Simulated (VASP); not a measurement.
# Cu (I4/mmm) in VASP: further runs, part 2 of 2

VASP 6.6.1. Earlier steps stand in the parts before.

## Step 3: Single point, PBEsol

This run uses another cell than the first one, of the same volume but with other edges.

INCAR reads:

```
SYSTEM = Cu
PREC = Accurate
ENCUT = 520
EDIFF = 1E-7
ISMEAR = 0
SIGMA = 0.15
LREAL = .FALSE.
LASPH = .TRUE.
NELM = 60
ALGO = Fast
ISIF = 2
LWAVE = .FALSE.
LCHARG = .TRUE.
GGA = PS
LELF = .TRUE.
LVHAR = .TRUE.
NBANDS = 12
```

KPOINTS reads:

```
Automatic mesh
0
G
  24 24 24
  0 0 0
```

POSCAR reads:

```
Cu
1.0
    0.0000000000      1.9081184495      1.6219006821
    1.9081184495      0.0000000000      1.6219006821
    1.9081184495      1.9081184495      0.0000000000
Cu
1
Direct
    0.0000000000      0.0000000000      0.0000000000
```

Potentials or basis: VASP PAW PBE potentials, release 64 (Cu).

The run is started by

```
$ cat potpaw_PBE.64/Cu/POTCAR > POTCAR
$ mpirun -np 1 vasp_std > vasp.out
```

OUTCAR:

```text
SYSTEM = Cu
   PREC = Accurate
   ENCUT = 520
   EDIFF = 1E-7
   ISMEAR = 0
   LREAL = .FALSE.
   LASPH = .TRUE.
   NELM = 60
   ISIF = 2
   GGA = PS

 ion  position               nearest neighbor table
   1  0.000  0.000  0.000-

  LATTYP: Found a body centered tetragonal cell.
 ALAT       =     2.6984869899
 C/A-ratio  =     1.2020815280

  Lattice vectors:

 A1 = (   0.0000000000,  -1.9081184495,  -1.6219006821)
 A2 = (   0.0000000000,   1.9081184495,  -1.6219006821)
 A3 = (   1.9081184495,   0.0000000000,   1.6219006821)

Analysis of symmetry for initial positions (statically):
=====================================================================
 Subroutine PRICEL returns:
 Original cell was already a primitive cell.

 Routine SETGRP: Setting up the symmetry group for a
 body centered tetragonal supercell.

 Subroutine GETGRP returns: Found 16 space group operations
 (whereof 16 operations were pure point group operations)
 out of a pool of 16 trial point group operations.

The static configuration has the point symmetry D_4h.

Analysis of symmetry for dynamics (positions and initial velocities):
=====================================================================
 Subroutine PRICEL returns:
 Original cell was already a primitive cell.

 Routine SETGRP: Setting up the symmetry group for a
 body centered tetragonal supercell.

 Subroutine GETGRP returns: Found 16 space group operations
 (whereof 16 operations were pure point group operations)
 out of a pool of 16 trial point group operations.

The dynamic configuration has the point symmetry D_4h.

 Subroutine INISYM returns: Found 16 space group operations
 (whereof 16 operations are pure point group operations),
 and found     1 'primitive' translations

----------------------------------------------------------------------------------------

                                     Primitive cell

  volume of cell :      11.8104

  direct lattice vectors                    reciprocal lattice vectors
     0.000000000  1.908118450  1.621900682    -0.262038240  0.262038240  0.308280282
     1.908118450  0.000000000  1.621900682     0.262038240 -0.262038240  0.308280282
     1.908118450  1.908118450  0.000000000     0.262038240  0.262038240 -0.308280282

  length of vectors
     2.504291884  2.504291884  2.698486990     0.482042333  0.482042333  0.482042333

  position of ions in fractional coordinates (direct lattice)
     0.000000000  0.000000000  0.000000000

  ion indices of the primitive-cell ions
   primitive index   ion index
                 1           1

----------------------------------------------------------------------------------------

 KPOINTS: Automatic mesh

Automatic generation of k-mesh.
 Grid dimensions read from file:
 generate k-points for:   24   24   24

 Generating k-lattice:

  Cartesian coordinates                     Fractional coordinates (reciprocal lattice)
    -0.010918260  0.010918260  0.012845012     0.041666667  0.000000000  0.000000000
     0.010918260 -0.010918260  0.012845012     0.000000000  0.041666667  0.000000000
     0.010918260  0.010918260 -0.012845012     0.000000000  0.000000000  0.041666667

  Length of vectors
     0.020085097  0.020085097  0.020085097

  Shift w.r.t. Gamma in fractional coordinates (k-lattice)
     0.000000000  0.000000000  0.000000000

 Subroutine IBZKPT returns following result:
 ===========================================

 Found   1063 irreducible k-points:

 Following reciprocal coordinates:
            Coordinates               Weight
  0.000000  0.000000  0.000000      1.000000
  0.041667  0.000000  0.000000      8.000000
  0.083333  0.000000  0.000000      8.000000
  0.125000  0.000000  0.000000      8.000000
  0.166667  0.000000  0.000000      8.000000
  0.208333  0.000000  0.000000      8.000000
[... 16 lines left out ...]
  0.416667  0.041667  0.000000      8.000000
  0.458333  0.041667  0.000000      8.000000
 [... further k-points ...]
   k-points           NKPTS =   1063   k-points in BZ     NKDIM =   1063   number of bands    NBANDS=     12
   number of dos      NEDOS =    301   number of ions     NIONS =      1
   total plane-waves  NPLWV =   8000
   dimension x,y,z NGX =    20 NGY =   20 NGZ =   20
   dimension x,y,z NGXF=    40 NGYF=   40 NGZF=   40
   ions per type =               1
   NGX,Y,Z   is equivalent  to a cutoff of  13.28, 13.28, 12.32 a.u.
   NGXF,Y,Z  is equivalent  to a cutoff of  26.55, 26.55, 24.64 a.u.
 SYSTEM =  Cu
   PREC   = accura    normal or accurate (medium, high low for compatibility)
   ISTART =      0    job   : 0-new  1-cont  2-samecut
   ICHARG =      2    charge: 1-file 2-atom 10-const
   ISPIN  =      1    spin polarized calculation?
   LNONCOLLINEAR =      F non collinear calculations
   LSORBIT =      F    spin-orbit coupling
   LASPH  =      T    aspherical Exc in radial PAW
   ENCUT  =  520.0 eV  38.22 Ry    6.18 a.u.   4.66  4.66  5.02*2*pi/ulx,y,z
   NELM   =     60;   NELMIN=  2; NELMDL= -5     # of ELM steps
   EDIFF  = 0.1E-06   stopping-criterion for ELM
   LREAL  =      F    real-space projection
   EDIFFG = 0.1E-05   stopping-criterion for IOM
   NSW    =      0    number of steps for IOM
   IBRION =     -1    ionic relax: 0-MD 1-quasi-New 2-CG
   NFREE  =      0    steps in history (QN), initial steepest desc. (CG)
   ISIF   =      2    stress and relaxation
   ISYM   =      2    0-nonsym 1-usesym 2-fastsym
   POTIM  = 0.5000    time-step for ionic-motion
   TEBEG  =    0.0;   TEEND  =   0.0 temperature during run
   PSTRESS=    0.0 pullay stress
   NELECT =      11.0000    total number of electrons
   NUPDOWN=      -1.0000    fix difference up-down
   EMIN   =  10.00;   EMAX   =-10.00  energy-range for DOS
   EFERMI =   0.00;   METHOD = LEGACY
   ISMEAR =     0;   SIGMA  =   0.15  broadening in eV -4-tet -1-fermi 0-gaus
   EFERMI_NEDOS =   21; number of points for ismear=-14 and -15
   IALGO  =     68    algorithm
   IMIX   =      4    mixing-type and parameters
     AMIX     =   0.40;   BMIX     =  1.00
     AMIX_MAG =   1.60;   BMIX_MAG =  1.00
  volume/ion in A,a.u.               =      11.81        79.70
  Fermi-wavevector in a.u.,A,eV,Ry     =   1.598763  3.021224 34.777078  2.556043
  Thomas-Fermi vector in A             =   2.696162
   LORBIT       =      0    0 simple, 1 ext, 2 COOP (PROOUT), +10 PAW based schemes
   GGA     = PS    functional components
   LHFCALC =     F    Hartree Fock is set to
   AEXX    =    0.0000 exact exchange contribution
   IVDW    =     0    specifies the selected vdW correction
   LEPSILON=     F    determine dielectric tensor
   LRPA    =     F    only Hartree local field effects (RPA)
 non-spin polarized calculation
 RMM-DIIS sequential band-by-band and
 Gauss-broadening in eV      SIGMA  =   0.15
  energy-cutoff  :      520.00
  volume of cell :       11.81
 maximum number of plane-waves:       330
   NGX =  9   NGY =  9   NGZ =  9

 number of electron      11.0000008 magnetization

 Free energy of the ion-electron system (eV)
  ---------------------------------------------------
  ext. energy  EPLUGINS =         0.00000000
  ---------------------------------------------------
  free energy    TOTEN  =        -4.28151305 eV

  energy without entropy =       -4.27767322  energy(sigma->0) =       -4.27959313

 E-fermi :   7.3899     XC(G=0): -12.9076

 val. band max:        7.3874350593   @ k =  -0.2083   0.3333   0.1667
 cond. band min:       7.3930563461   @ k =   0.5000   0.2083   0.1667
 fundamental gap:      0.0056212868
 Fermi energy:         7.3898655284

 k-point     1 :       0.0000    0.0000    0.0000
  band No.  band energies     occupation
      1      -1.9851      2.00000
      2       4.2093      2.00000
      3       4.2093      2.00000
      4       4.7870      2.00000
      5       4.8709      2.00000
      6       5.4554      2.00000
      7      30.5070      0.00000
      8      32.5963      0.00000
      9      32.5963      0.00000
     10      33.4768      0.00000
     11      35.1639      0.00000
     12      35.6077      0.00000
[... 331 lines left out ...]
 k-point    24 :       0.4583    0.0417    0.0000
  band No.  band energies     occupation
      1       2.3127      2.00000
      2       3.9881      2.00000
      3       4.7632      2.00000
      4       5.2625      2.00000
      5       5.9101      2.00000
      6       6.3605      2.00000
      7      11.9405      0.00000
      8      26.4102      0.00000
      9      26.5977      0.00000
     10      31.2616      0.00000
     11      33.2169      0.00000
     12      34.4987      0.00000

 [... further k-points ...]
[... 5 lines left out ...]
  --------------------------------------------------------------------------------------
  -------------------------------------------------------------------------------------
  Total       -0.4669279     -0.4669279     -0.2179717      0.0000000      0.0000000     -0.0000000
  in kB      -63.3425373    -63.3425373    -29.5696209      0.0000000      0.0000000     -0.0000000
  external PRESSURE =     -52.0848985 kB  Pullay stress =       0.0000000 kB

 VOLUME and BASIS-vectors are now :
 -----------------------------------------------------------------------------
  energy-cutoff  :      520.00
  volume of cell :       11.81
      direct lattice vectors                 reciprocal lattice vectors
     0.000000000  1.908118450  1.621900682    -0.262038240  0.262038240  0.308280282
     1.908118450  0.000000000  1.621900682     0.262038240 -0.262038240  0.308280282
     1.908118450  1.908118450  0.000000000     0.262038240  0.262038240 -0.308280282

 POSITION                                       TOTAL-FORCE (eV/Angst)
 -----------------------------------------------------------------------------------
      0.00000      0.00000      0.00000         0.000000     -0.000000      0.000000
 -----------------------------------------------------------------------------------
    total drift:                                0.000000     -0.000000      0.000000

  FREE ENERGIE OF THE ION-ELECTRON SYSTEM (eV)
  ---------------------------------------------------
  free  energy   TOTEN  =        -4.2815130488 eV

  energy  without entropy=       -4.2776732173  energy(sigma->0) =       -4.27959313
```

It took 4.2 min on 1 thread of Intel Xeon 8259CL, shared host; peak memory 0.25 GiB.

What came out:

- Free energy: -4.2815 eV
- Pressure: -5.2 GPa

Stress tensor (GPa, compression positive):
```
-6.33  0.00  0.00
 0.00 -6.33  0.00
 0.00  0.00 -2.96
```

Caveat: the PAW data sets were made with another functional, which shifts forces and pressure a little.

## Step 4: Single point, PBEsol

This run uses another cell than the first one, of the same volume but with other edges.

INCAR reads:

```
SYSTEM = Cu
PREC = Accurate
ENCUT = 520
EDIFF = 1E-6
ISMEAR = 0
SIGMA = 0.15
LREAL = .False.
LASPH = .True.
NELM = 100
ALGO = Fast
ISIF = 2
LWAVE = .False.
LCHARG = .True.
GGA = PS
LELF = .True.
LVHAR = .True.
NBANDS = 12
```

KPOINTS reads:

```
regular mesh
0
Gamma
  24 24 24
  0 0 0
```

POSCAR reads:

```
Cu
1.0
    0.0000000000      1.7009226222      2.0411071466
    1.7009226222      0.0000000000      2.0411071466
    1.7009226222      1.7009226222      0.0000000000
Cu
1
Direct
    0.0000000000      0.0000000000      0.0000000000
```

The run is started by

```
$ cat potpaw_PBE.64/Cu/POTCAR > POTCAR
$ mpirun -np 1 vasp_std > vasp.out
```

It took 3.3 min on 1 thread of Intel Xeon 8259CL, shared host; peak memory 0.25 GiB.

It converged, with:

| Property | Result |
| --- | --- |
| Free energy | -4.2353 eV |
| Pressure | -3.8 GPa |

Stress tensor (GPa, compression positive):
```
  2.04   0.00   0.00
  0.00   2.04   0.00
  0.00   0.00 -15.51
```

Levels at points of the mesh, in eV from the Fermi level:
| k point | band 2 | band 3 | band 4 | band 5 | band 6 | band 7 | band 8 | band 9 | band 10 | band 11 |
| --- | --- | --- | --- | --- | --- | --- | --- | --- | --- | --- |
| (0.00, 0.00, 0.00) | -3.66 | -2.78 | -2.65 | -2.65 | -1.80 | 23.19 | 24.62 | 25.69 | 25.69 | 27.53 |
| (0.50, 0.00, 0.00) | -3.50 | -2.66 | -1.76 | -1.54 | -0.94 | 3.89 | 16.85 | 21.82 | 24.13 | 25.36 |
| (0.50, 0.50, 0.00) | -4.46 | -1.57 | -1.55 | -1.55 | -0.72 | 4.16 | 16.09 | 16.09 | 20.14 | 23.06 |
| (0.50, 0.00, 0.50) | -4.34 | -1.87 | -1.76 | -1.16 | 2.86 | 8.76 | 11.72 | 12.27 | 16.70 | 19.26 |

Caveat: the PAW data sets were made with another functional, which shifts forces and pressure a little.

## Step 5: Summary

```csv
cell,further INCAR settings,gap on the mesh (eV),pressure (GPa)
"a = 2.789, b = 2.789, c = 2.277 Å, angles 65.9, 65.9, 48.2°, 1 atom",ALGO = Fast; EDIFF = 1e-07; NBANDS = 12,none,5.2
"a = 2.504, b = 2.504, c = 2.698 Å, angles 57.4, 57.4, 65.2°, 1 atom",ALGO = Fast; EDIFF = 1e-07; NBANDS = 12,none,-5.2
"a = 2.657, b = 2.657, c = 2.405 Å, angles 63.1, 63.1, 53.8°, 1 atom",ALGO = Fast; EDIFF = 1e-06; NBANDS = 12,none,-3.8
```

Alike in all rows: task single point; level PBEsol; potentials or basis VASP PAW PBE potentials, release 64 (Cu); no spin polarisation; k mesh 24 × 24 × 24; cutoff (eV) 520; smearing gaussian 0.15 eV.

Caveats: the PAW data sets were made with another functional, which shifts forces and pressure a little.

Absolute energies hang on the potentials; compare differences alone.
